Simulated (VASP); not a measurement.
# Na2PdBr4 (P4/mmm) in VASP: single point with PBEsol

Aim: the single point of Na2PdBr4 with PBEsol.

Everything below comes from runs of VASP 6.6.1. Logs are shortened: lines on timing, memory, paths and dates and some standing lists are left out, and cuts for length are marked.

**1. The cell of the first run**

It takes space group P4/mmm (No. 123, tetragonal). The conventional cell has a = 7.126 Å, b = 7.126 Å, c = 4.144 Å, α = 90.00°, β = 90.00°, γ = 90.00°. Br (site symmetry m2m) has 1 Pd at 2.35 Å within 3.1 Å. Within 3.1 Å of Pd (site symmetry 4/mmm) lie 4 Br at 2.35 Å. Na (site symmetry mmm) has 8 Br at 3.27 Å and 4 Pd at 4.12 Å and 2 Na at 4.14 Å within 4.3 Å.

**2. Single point, PBEsol**

Input file POSCAR:

```
Na2PdBr4
1.0
    7.1260650000      0.0000000000      0.0000000000
    0.0000000000      7.1260650000      0.0000000000
    0.0000000000      0.0000000000      4.1444480000
Br Pd Na
4 1 2
Direct
    0.2332300000      0.2332300000      0.0000000000
    0.7667700000      0.2332300000      0.0000000000
    0.7667700000      0.7667700000      0.0000000000
    0.2332300000      0.7667700000      0.0000000000
    0.0000000000      0.0000000000      0.0000000000
    0.5000000000      0.0000000000      0.5000000000
    0.0000000000      0.5000000000      0.5000000000
```

Input file INCAR.step1:

```
SYSTEM = Na2PdBr4
ALGO = Normal
EDIFF = 1E-7
ENCUT = 520
GGA = PS
ISIF = 2
ISMEAR = 1
LASPH = .True.
LCHARG = .True.
LMAXMIX = 4
LREAL = .False.
LWAVE = .False.
NBANDS = 35
NELM = 60
PREC = Accurate
SIGMA = 0.0137
```

Input file KPOINTS.step1:

```
k-points
0
Gamma
  4 4 6
  0 0 0
```

Input file INCAR.step2:

```
SYSTEM = Na2PdBr4
ALGO = Normal
EDIFF = 1E-7
ENCUT = 520
GGA = PS
ICHARG = 11
ISIF = 2
ISMEAR = -5
LASPH = .True.
LCHARG = .False.
LMAXMIX = 4
LORBIT = 10
LREAL = .False.
LWAVE = .False.
NEDOS = 1001
NELM = 60
PREC = Accurate
SIGMA = 0.0137
```

Input file KPOINTS.step2:

```
k-points
0
Gamma
  6 6 9
  0 0 0
```

Potentials or basis: VASP PAW PBE potentials, release 64 (Br, Pd, Na_pv).

Run with:

```sh
cat potpaw_PBE.64/Br/POTCAR potpaw_PBE.64/Pd/POTCAR potpaw_PBE.64/Na_pv/POTCAR > POTCAR
cp INCAR.step1 INCAR
cp KPOINTS.step1 KPOINTS
mpirun -np 1 vasp_std > vasp.out
cp INCAR.step2 INCAR
cp KPOINTS.step2 KPOINTS
mpirun -np 1 vasp_std > vasp.out
```

OUTCAR:

```text
SYSTEM = Na2PdBr4
   EDIFF = 1E-7
   ENCUT = 520
   GGA = PS
   ICHARG = 11
   ISIF = 2
   ISMEAR = -5
   LASPH = .True.
   LORBIT = 10
   LREAL = .False.
   NELM = 60
   PREC = Accurate

 ion  position               nearest neighbor table
   1  0.233  0.233  0.000-   5 2.35
   2  0.767  0.233  0.000-   5 2.35
   3  0.767  0.767  0.000-   5 2.35
   4  0.233  0.767  0.000-   5 2.35
   5  0.000  0.000  0.000-   1 2.35   2 2.35   3 2.35   4 2.35
   6  0.500  0.000  0.500-
   7  0.000  0.500  0.500-

  LATTYP: Found a simple tetragonal cell.
 ALAT       =     7.1260650000
 C/A-ratio  =     0.5815899799

  Lattice vectors:

 A1 = (   7.1260650000,   0.0000000000,   0.0000000000)
 A2 = (   0.0000000000,   7.1260650000,   0.0000000000)
 A3 = (   0.0000000000,   0.0000000000,   4.1444480000)

Analysis of symmetry for initial positions (statically):
=====================================================================
 Subroutine PRICEL returns:
 Original cell was already a primitive cell.

 Routine SETGRP: Setting up the symmetry group for a
 simple tetragonal supercell.

 Subroutine GETGRP returns: Found 16 space group operations
 (whereof 16 operations were pure point group operations)
 out of a pool of 16 trial point group operations.

The static configuration has the point symmetry D_4h.

Analysis of symmetry for dynamics (positions and initial velocities):
=====================================================================
 Subroutine PRICEL returns:
 Original cell was already a primitive cell.

 Routine SETGRP: Setting up the symmetry group for a
 simple tetragonal supercell.

 Subroutine GETGRP returns: Found 16 space group operations
 (whereof 16 operations were pure point group operations)
 out of a pool of 16 trial point group operations.

The dynamic configuration has the point symmetry D_4h.

 Subroutine INISYM returns: Found 16 space group operations
 (whereof 16 operations are pure point group operations),
 and found     1 'primitive' translations

----------------------------------------------------------------------------------------

                                     Primitive cell

  volume of cell :     210.4584

  direct lattice vectors                    reciprocal lattice vectors
     7.126065000  0.000000000  0.000000000     0.140329902  0.000000000  0.000000000
     0.000000000  7.126065000  0.000000000     0.000000000  0.140329902  0.000000000
     0.000000000  0.000000000  4.144448000     0.000000000  0.000000000  0.241286656

  length of vectors
     7.126065000  7.126065000  4.144448000     0.140329902  0.140329902  0.241286656

  position of ions in fractional coordinates (direct lattice)
     0.233230000  0.233230000  0.000000000
     0.766770000  0.233230000  0.000000000
     0.766770000  0.766770000  0.000000000
     0.233230000  0.766770000  0.000000000
     0.000000000  0.000000000  0.000000000
     0.500000000  0.000000000  0.500000000
     0.000000000  0.500000000  0.500000000

  ion indices of the primitive-cell ions
   primitive index   ion index
                 1           1
                 2           2
                 3           3
                 4           4
                 5           5
                 6           6
                 7           7

----------------------------------------------------------------------------------------

 KPOINTS: k-points

Automatic generation of k-mesh.
 Grid dimensions read from file:
 generate k-points for:    6    6    9

 Generating k-lattice:

  Cartesian coordinates                     Fractional coordinates (reciprocal lattice)
     0.023388317  0.000000000  0.000000000     0.166666667  0.000000000  0.000000000
     0.000000000  0.023388317  0.000000000     0.000000000  0.166666667  0.000000000
     0.000000000  0.000000000  0.026809628     0.000000000  0.000000000  0.111111111

  Length of vectors
     0.023388317  0.023388317  0.026809628

  Shift w.r.t. Gamma in fractional coordinates (k-lattice)
     0.000000000  0.000000000  0.000000000

 TETIRR: Found    489 inequivalent tetrahedra from     1944

 Subroutine IBZKPT returns following result:
 ===========================================

 Found     50 irreducible k-points:

 Following reciprocal coordinates:
            Coordinates               Weight
  0.000000  0.000000  0.000000      1.000000
  0.166667  0.000000  0.000000      4.000000
  0.333333  0.000000  0.000000      4.000000
  0.500000  0.000000  0.000000      2.000000
  0.166667  0.166667  0.000000      4.000000
  0.333333  0.166667  0.000000      8.000000
[... 16 lines left out ...]
  0.333333  0.000000  0.222222      8.000000
  0.500000  0.000000  0.222222      4.000000
 [... further k-points ...]
   k-points           NKPTS =     50   k-points in BZ     NKDIM =     50   number of bands    NBANDS=     31
   number of dos      NEDOS =   1001   number of ions     NIONS =      7
   total plane-waves  NPLWV =  93312
   dimension x,y,z NGX =    54 NGY =   54 NGZ =   32
   dimension x,y,z NGXF=   108 NGYF=  108 NGZF=   64
   ions per type =               4   1   2
   NGX,Y,Z   is equivalent  to a cutoff of  12.60, 12.60, 12.84 a.u.
   NGXF,Y,Z  is equivalent  to a cutoff of  25.20, 25.20, 25.67 a.u.
 SYSTEM =  Na2PdBr4
   PREC   = accura    normal or accurate (medium, high low for compatibility)
   ISTART =      0    job   : 0-new  1-cont  2-samecut
   ICHARG =     11    charge: 1-file 2-atom 10-const
   ISPIN  =      1    spin polarized calculation?
   LNONCOLLINEAR =      F non collinear calculations
   LSORBIT =      F    spin-orbit coupling
   LASPH  =      T    aspherical Exc in radial PAW
   ENCUT  =  520.0 eV  38.22 Ry    6.18 a.u.  13.25 13.25  7.71*2*pi/ulx,y,z
   NELM   =     60;   NELMIN=  2; NELMDL=  0     # of ELM steps
   EDIFF  = 0.1E-06   stopping-criterion for ELM
   LREAL  =      F    real-space projection
   EDIFFG = 0.1E-05   stopping-criterion for IOM
   NSW    =      0    number of steps for IOM
   IBRION =     -1    ionic relax: 0-MD 1-quasi-New 2-CG
   NFREE  =      0    steps in history (QN), initial steepest desc. (CG)
   ISIF   =      2    stress and relaxation
   ISYM   =      2    0-nonsym 1-usesym 2-fastsym
   POTIM  = 0.5000    time-step for ionic-motion
   TEBEG  =    0.0;   TEEND  =   0.0 temperature during run
   PSTRESS=    0.0 pullay stress
   NELECT =      52.0000    total number of electrons
   NUPDOWN=      -1.0000    fix difference up-down
   EMIN   =  10.00;   EMAX   =-10.00  energy-range for DOS
   EFERMI =   0.00;   METHOD = LEGACY
   ISMEAR =    -5;   SIGMA  =   0.01  broadening in eV -4-tet -1-fermi 0-gaus
   EFERMI_NEDOS =   21; number of points for ismear=-14 and -15
   IALGO  =     38    algorithm
   IMIX   =      4    mixing-type and parameters
     AMIX     =   0.40;   BMIX     =  1.00
     AMIX_MAG =   1.60;   BMIX_MAG =  1.00
  volume/ion in A,a.u.               =      30.07       202.89
  Fermi-wavevector in a.u.,A,eV,Ry     =   1.027276  1.941270 14.358177  1.055296
  Thomas-Fermi vector in A             =   2.161213
   LORBIT       =     10    0 simple, 1 ext, 2 COOP (PROOUT), +10 PAW based schemes
   GGA     = PS    functional components
   LHFCALC =     F    Hartree Fock is set to
   AEXX    =    0.0000 exact exchange contribution
   IVDW    =     0    specifies the selected vdW correction
   LEPSILON=     F    determine dielectric tensor
   LRPA    =     F    only Hartree local field effects (RPA)
 non-spin polarized calculation
 Fermi weights with tetrahedron method with Bloechl corrections
  energy-cutoff  :      520.00
  volume of cell :      210.46
 maximum number of plane-waves:      5727
 NGX is ok and might be reduce to    54

 number of electron      52.0000021 magnetization

 Free energy of the ion-electron system (eV)
  ---------------------------------------------------
  ext. energy  EPLUGINS =         0.00000000
  ---------------------------------------------------
  free energy    TOTEN  =       -22.92778229 eV

  energy without entropy =      -22.92778229  energy(sigma->0) =      -22.92778229

 E-fermi :   0.3772     XC(G=0):  -7.8758

 val. band max:        0.3593829318   @ k =   0.5000   0.0000   0.0000
 cond. band min:       1.6169390588   @ k =   0.5000   0.5000   0.0000
 fundamental gap:      1.2575561270
 Fermi energy:         0.3772372133

 k-point     1 :       0.0000    0.0000    0.0000
  band No.  band energies     occupation
      1     -22.6158      2.00000
      2     -22.6158      2.00000
      3     -22.6102      2.00000
      4     -22.6102      2.00000
      5     -22.6035      2.00000
      6     -22.6033      2.00000
[... 23 lines left out ...]
     30       6.0387      0.00000
     31       6.0387      0.00000

 k-point     2 :       0.1667    0.0000    0.0000
  band No.  band energies     occupation
      1     -22.6158      2.00000
      2     -22.6158      2.00000
      3     -22.6103      2.00000
      4     -22.6103      2.00000
      5     -22.6034      2.00000
      6     -22.6033      2.00000
[... 23 lines left out ...]
     30       5.7799      0.00000
     31       6.2173      0.00000

 k-point     3 :       0.3333    0.0000    0.0000
  band No.  band energies     occupation
      1     -22.6158      2.00000
      2     -22.6158      2.00000
      3     -22.6103      2.00000
      4     -22.6103      2.00000
      5     -22.6034      2.00000
      6     -22.6033      2.00000
[... 23 lines left out ...]
     30       5.7469      0.00000
     31       6.6083      0.00000

 k-point     4 :       0.5000    0.0000    0.0000
  band No.  band energies     occupation
      1     -22.6158      2.00000
      2     -22.6158      2.00000
      3     -22.6103      2.00000
      4     -22.6103      2.00000
      5     -22.6034      2.00000
      6     -22.6034      2.00000
[... 23 lines left out ...]
     30       6.3322      0.00000
     31       6.6758      0.00000

 k-point     5 :       0.1667    0.1667    0.0000
  band No.  band energies     occupation
      1     -22.6160      2.00000
      2     -22.6157      2.00000
      3     -22.6105      2.00000
      4     -22.6101      2.00000
      5     -22.6034      2.00000
      6     -22.6033      2.00000
[... 23 lines left out ...]
     30       5.8283      0.00000
     31       6.0656      0.00000
[... 542 lines left out ...]
     30       5.7991      0.00000
     31       6.0941      0.00000

 k-point    22 :       0.1667    0.0000    0.2222
  band No.  band energies     occupation
      1     -22.6154      2.00000
      2     -22.6154      2.00000
      3     -22.6098      2.00000
      4     -22.6098      2.00000
      5     -22.6064      2.00000
      6     -22.6060      2.00000
[... 23 lines left out ...]
     30       5.8115      0.00000
     31       6.1481      0.00000

 k-point    23 :       0.3333    0.0000    0.2222
  band No.  band energies     occupation
      1     -22.6154      2.00000
      2     -22.6154      2.00000
      3     -22.6098      2.00000
      4     -22.6098      2.00000
      5     -22.6063      2.00000
      6     -22.6061      2.00000
[... 23 lines left out ...]
     30       5.8408      0.00000
     31       6.3342      0.00000

 k-point    24 :       0.5000    0.0000    0.2222
  band No.  band energies     occupation
      1     -22.6154      2.00000
      2     -22.6154      2.00000
      3     -22.6099      2.00000
      4     -22.6098      2.00000
      5     -22.6062      2.00000
      6     -22.6062      2.00000
[... 23 lines left out ...]
     30       5.9878      0.00000
     31       6.6450      0.00000

 [... further k-points ...]

------------------------ aborting loop because EDIFF is reached ----------------------------------------

  FORCE on cell =-STRESS in cart. coord.  units (eV):
  Direction    XX          YY          ZZ          XY          YZ          ZX
  --------------------------------------------------------------------------------------
  -------------------------------------------------------------------------------------
  Total        3.6117714      3.6117714     -2.0996929      0.0000000      0.0000000      0.0000000
  in kB       27.4956875     27.4956875    -15.9845389      0.0000000      0.0000000      0.0000000
  external PRESSURE =      13.0022787 kB  Pullay stress =       0.0000000 kB

 VOLUME and BASIS-vectors are now :
 -----------------------------------------------------------------------------
  energy-cutoff  :      520.00
  volume of cell :      210.46
      direct lattice vectors                 reciprocal lattice vectors
     7.126065000  0.000000000  0.000000000     0.140329902  0.000000000  0.000000000
     0.000000000  7.126065000  0.000000000     0.000000000  0.140329902  0.000000000
     0.000000000  0.000000000  4.144448000     0.000000000  0.000000000  0.241286656

 POSITION                                       TOTAL-FORCE (eV/Angst)
 -----------------------------------------------------------------------------------
      1.66201      1.66201      0.00000         0.710991      0.710991     -0.000000
      5.46405      1.66201      0.00000        -0.710991      0.710991      0.000000
      5.46405      5.46405      0.00000        -0.710991     -0.710991      0.000000
      1.66201      5.46405      0.00000         0.710991     -0.710991     -0.000000
      0.00000      0.00000      0.00000         0.000000      0.000000      0.000000
      3.56303      0.00000      2.07222         0.000000      0.000000      0.000000
      0.00000      3.56303      2.07222         0.000000      0.000000      0.000000
 -----------------------------------------------------------------------------------
    total drift:                                0.000000      0.000000      0.000000

  FREE ENERGIE OF THE ION-ELECTRON SYSTEM (eV)
  ---------------------------------------------------
  free  energy   TOTEN  =       -22.9277822885 eV

  energy  without entropy=      -22.9277822885  energy(sigma->0) =      -22.92778229

 total charge

# of ion       s       p       d       tot
------------------------------------------
    1        1.602   3.236   0.028   4.866
    2        1.602   3.236   0.028   4.866
    3        1.602   3.236   0.028   4.866
    4        1.602   3.236   0.028   4.866
    5        0.498   0.567   8.611   9.675
    6        0.028   5.965   0.000   5.993
    7        0.028   5.965   0.000   5.993
--------------------------------------------------
tot          6.960  25.442   8.725  41.127
```

Wall time 6.4 min (1 thread of Intel Xeon Platinum 8488C (Sapphire Rapids), shared host); peak memory 0.47 GiB.

Results:

```yaml
Valence_electrons_inside_the_program's_atomic_spheres: Br 4.87; Pd 9.68; Na 5.99
```

Levels at points of the mesh, in eV from the valence-band top:
```
           k point  band 23  band 24  band 25  band 26  band 27  band 28  band 29  band 30
(0.00, 0.00, 0.00)    -0.97    -0.41    -0.09    -0.09     2.49     3.10     4.69     5.68
(0.50, 0.00, 0.00)    -0.97    -0.92    -0.18     0.00     2.03     4.33     4.36     5.97
(0.50, 0.50, 0.00)    -1.15    -0.45    -0.09    -0.09     1.26     4.99     4.99     5.65
```

Caveat: the PAW data sets were made with another functional, which shifts forces and pressure a little.
